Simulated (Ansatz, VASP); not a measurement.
Two plane-wave programs on TiCo3

Contents of INCAR:

```
PREC     = Accurate       # precision mode
ENCUT    = 520            # plane-wave cutoff, eV
EDIFF    = 1E-6           # SCF threshold, eV
ISMEAR   = -1             # smearing method
SIGMA    = 0.05           # smearing width, eV
LREAL    = F              # projectors in reciprocal space
LASPH    = T              # aspherical terms in the spheres
NELM     = 150            # most SCF steps
ALGO     = Normal         # electronic algorithm
ISIF     = 2              # what is computed and relaxed
LWAVE    = F              # write WAVECAR
LCHARG   = F              # write CHGCAR
ISPIN    = 2              # spin polarisation
MAGMOM   = 0 0.5 0.5 0.5  # initial moments
LORBIT   = 11             # projections on sites
LMAXMIX  = 4              # l up to which the mixer works
GGA      = PS             # functional
NBANDS   = 32             # bands
```

File KPOINTS:

```
regular mesh
0
Gamma
  10 10 10
```

The input POSCAR:

```
TiCo3
1.0
    3.4220320619      0.0000000000      0.0000000000
    0.0000000000      3.4220320619      0.0000000000
    0.0000000000      0.0000000000      3.4220320619
Ti Co
1 3
Direct
    0.0000000000      0.0000000000      0.0000000000
    0.0000000000      0.5000000000      0.5000000000
    0.5000000000      0.0000000000      0.5000000000
    0.5000000000      0.5000000000      0.0000000000
```

Input for Ansatz:

```yaml
crystal:
  lattice:
    - [3.4220320619, 0.0, 0.0]
    - [0.0, 3.4220320619, 0.0]
    - [0.0, 0.0, 3.4220320619]
  atoms:
    - { symbol: Ti, position: [0.0, 0.0, 0.0] }
    - { symbol: Co, position: [0.0, 0.5, 0.5], spin: 0.5 }
    - { symbol: Co, position: [0.5, 0.0, 0.5], spin: 0.5 }
    - { symbol: Co, position: [0.5, 0.5, 0.0], spin: 0.5 }
magnetization:
  spin_polarized: true
kpoints:
  mp_grid: { grid: [10, 10, 10] }
scf:
  occupations: { method: fermi_dirac, width: 0.05 }
  lower_state_search: "off"
hamiltonian:
  xc: pbesol
  pseudopotentials: { kind: paw }
output:
  forces: true
  stress: true
  eigenvalues: true
```

Change from the starting cell: volume scaled by 0.88, start moments a quarter as large, PAW files.

Alike in both runs: task single point; functional PBEsol; k mesh 10 × 10 × 10; occupations fermi-dirac, width 0.05 eV; collinear spin.

|  | VASP | Ansatz |
| --- | --- | --- |
| version | VASP 6.6.1 | Ansatz 0.2.0 |
| potentials or method | VASP PAW PBE potentials, release 64 (Ti_sv, Co) | PAW with Ansatz's default frozen-core files, scalar-relativistic |
| plane-wave cutoff (eV) | 520 | 420 |
| valence electrons in the cell | 39 | 63 |

VASP gave:

| Property | Result |
| --- | --- |
| pressure (GPa) | 25.4 |
| net moment per atom (μB) | 0.00 |

Task: What did Ansatz give for the same quantities?

Result: Pressure (GPa): 26.5; net moment per atom (μB): 0.00.

VASP's potentials were made for PBE, not for PBEsol. The functional is the same, so the differences come from potentials, cutoffs and numerics. VASP's potentials hold 39 valence electrons a cell and Ansatz's 63, so a difference there can come from the potentials and not from the codes. Ansatz's warnings: seeded moment not kept.
